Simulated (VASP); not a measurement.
**ScGaN: single point with PBE**

ScGaN:

```xyz
3
Lattice="3.8521 0.0000 0.0000 -1.9261 3.3360 0.0000 0.0000 0.0000 3.8560" Properties=species:S:1:pos:R:3 pbc="T T T"
Sc    0.0000    2.2240    1.9280
Ga    1.9261    1.1120    0.0000
N     0.0000    0.0000    1.9280
```

```json
{
  "Program": "VASP 6.6.1",
  "Task": "single point",
  "Functional": "PBE",
  "Potentials or basis": "VASP PAW PBE potentials, release 64 (Sc_sv, Ga_d, N)",
  "Cutoff": "520 eV",
  "k mesh": "6 × 6 × 4",
  "Occupations": "gaussian, width 0.1 eV",
  "Spin": "no spin polarisation",
  "Dipole correction": "no",
  "Further INCAR settings": "ALGO = Normal; EDIFF = 1e-06; NBANDS = 22"
}
```

```
Pressure : -6.1 GPa
```

Stress tensor (GPa, compression positive):
```
-14.03   0.00   0.00
  0.00 -14.03   0.00
  0.00   0.00   9.66
```

Levels at points of the mesh, in eV from the Fermi level:
```
           k point  band 10  band 11  band 12  band 13  band 14  band 15  band 16  band 17  band 18  band 19
(0.00, 0.00, 0.00)   -13.54    -6.10    -3.17    -3.17    -1.97     1.56     2.60     2.60     3.90     3.90
(0.50, 0.00, 0.00)   -12.83    -6.49    -2.30    -1.96    -1.89    -1.08     1.96     2.23     2.36     3.06
(0.00, 0.00, 0.50)   -13.22    -6.95    -2.91    -2.91    -0.16     0.51     1.49     1.49     3.03     5.31
(0.50, 0.00, 0.50)   -12.63    -5.46    -4.08    -3.10    -1.91     0.29     0.94     1.82     3.37     3.39
```

Run time: 35 s on 1 thread of Intel(R) Xeon(R) Platinum 8375C CPU @ 2.90GHz (Ice Lake) (shared host), peak memory 0.18 GiB.

Caveat: the k points lie up to 0.41 Å⁻¹ apart.
